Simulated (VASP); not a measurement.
Here is a VASP 6.6.1 calculation.

Contents of INCAR:

```
SYSTEM = Pd
PREC = Accurate
ENCUT = 520
EDIFF = 1E-7
ISMEAR = 0
SIGMA = 0.1
LREAL = .False.
LASPH = .True.
NELM = 100
ALGO = Fast
ISIF = 2
LWAVE = .False.
LCHARG = .False.
GGA = PE
NBANDS = 28
```

File KPOINTS:

```
Automatic mesh
0
Gamma
  18 18 6
  0 0 0
```

POSCAR

```
Pd
1.0
    2.7808835540      0.0000000000      0.0000000000
   -1.3904417770      2.4083158028      0.0000000000
    0.0000000000      0.0000000000      9.1738128111
Pd
4
Direct
    0.0000000000      0.0000000000      0.0000000000
    0.0000000000      0.0000000000      0.5000000000
    0.3333333333      0.6666666667      0.2500000000
    0.6666666667      0.3333333333      0.7500000000
```

Potentials or basis: VASP PAW PBE potentials, release 64 (Pd).

Command:

```bash
$ cat potpaw_PBE.64/Pd/POTCAR > POTCAR
$ mpirun -np 1 vasp_std > vasp.out
```

Task: Estimate the band gap on the k mesh.

Result: Zero (bands 20 and 21 overlap by 0.88 eV).

Task: What does it give for the pressure?

Result: -0.3 GPa.
